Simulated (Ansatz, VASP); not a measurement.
One calculation of ZnO, two programs

```
CELL_PARAMETERS angstrom
3.34997 0.00000 0.00000
0.00000 10.15168 0.00000
0.00000 0.00000 4.75182
ATOMIC_POSITIONS crystal
Zn 0.50000 0.85147 0.10749
Zn 0.50000 0.14853 0.10749
Zn 0.00000 0.00000 0.61131
Zn 0.50000 0.50000 0.38869
Zn 0.00000 0.35147 0.89251
Zn 0.00000 0.64853 0.89251
O 0.50000 0.00000 0.37433
O 0.00000 0.84804 0.87196
O 0.00000 0.15196 0.87196
O 0.50000 0.34804 0.12804
O 0.50000 0.65196 0.12804
O 0.00000 0.50000 0.62567
```

Alike in both runs: task single point; functional PBE; k mesh 6 × 2 × 4; occupations gaussian, width 0.1 eV; no spin polarisation.

|  | VASP | Ansatz |
| --- | --- | --- |
| version | VASP 6.6.1 | Ansatz 0.2.0 |
| potentials or method | VASP PAW PBE potentials, release 64 (Zn, O), cutoff 520 eV | scalar-relativistic, plane waves, PAW |
| valence electrons in the cell | 108 | 108 |

```csv
,VASP,Ansatz,Ansatz less VASP
gap on the k mesh at the Fermi level (eV),0.85,0.87,+0.018
least direct gap on the mesh (eV),0.85,0.87,+0.018
pressure (GPa),0.9,0.0,-0.86
"traceless stress, the component that is largest in VASP (GPa)",0.12,0.00,-0.118
rms of the force components (eV/Å),0.014,0.001,-0.0121
```

Atom by atom the forces differ by 0.013 eV/Å (rms over components).
